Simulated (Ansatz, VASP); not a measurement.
# Rb in VASP and in Ansatz

Contents of INCAR:

```
SYSTEM = Rb
PREC = Accurate
ENCUT = 520
EDIFF = 1E-6
ISMEAR = 0
SIGMA = 0.03
LREAL = .False.
LASPH = .True.
NELM = 100
ALGO = Normal
ISIF = 2
LWAVE = .False.
LCHARG = .False.
GGA = PE
NBANDS = 10
```

File KPOINTS:

```
regular mesh
0
Gamma
  8 8 8
  0 0 0
```

Contents of POSCAR:

```
Rb
1.0
   -2.8359049291      2.8359049291      2.8359049291
    2.8359049291     -2.8359049291      2.8359049291
    2.8359049291      2.8359049291     -2.8359049291
Rb
1
Direct
    0.0000000000      0.0000000000      0.0000000000
```

Input for Ansatz:

```yaml
crystal:
  lattice:
    - [-2.8359049291, 2.8359049291, 2.8359049291]
    - [2.8359049291, -2.8359049291, 2.8359049291]
    - [2.8359049291, 2.8359049291, -2.8359049291]
  atoms:
    - { symbol: Rb, position: [0.0, 0.0, 0.0] }
hamiltonian:
  xc: pbe
  pseudopotentials:
    kind: paw
    azcp:
      Rb: "pseudopotentials/Rb.paw.azcp"
basis:
  ecutwfc: 420
  fft_grid_basis: typed
kpoints:
  mp_grid: { grid: [8, 8, 8], shift: [0, 0, 0] }
magnetization:
  spin_polarized: false
scf:
  occupations: { method: gaussian, width: 0.03 }
  lower_state_search: "off"
output:
  stress: true
  write_density: true
  write_potential: true
  elf: true
  volumetric_format: npy
```

Alike in both runs: task single point; functional PBE; k mesh 8 × 8 × 8; occupations gaussian, width 0.03 eV; no spin polarisation.

|  | VASP | Ansatz |
| --- | --- | --- |
| version | VASP 6.6.1 | Ansatz 0.2.0 |
| potentials or method | VASP PAW PBE potentials, release 64 (Rb_sv), cutoff 520 eV | plane waves (420 eV) with PAW, scalar-relativistic |
| valence electrons in the cell | 9 | 9 |

```tsv
	VASP	Ansatz	Ansatz less VASP
pressure (GPa)	0.0	0.0	0.00
```
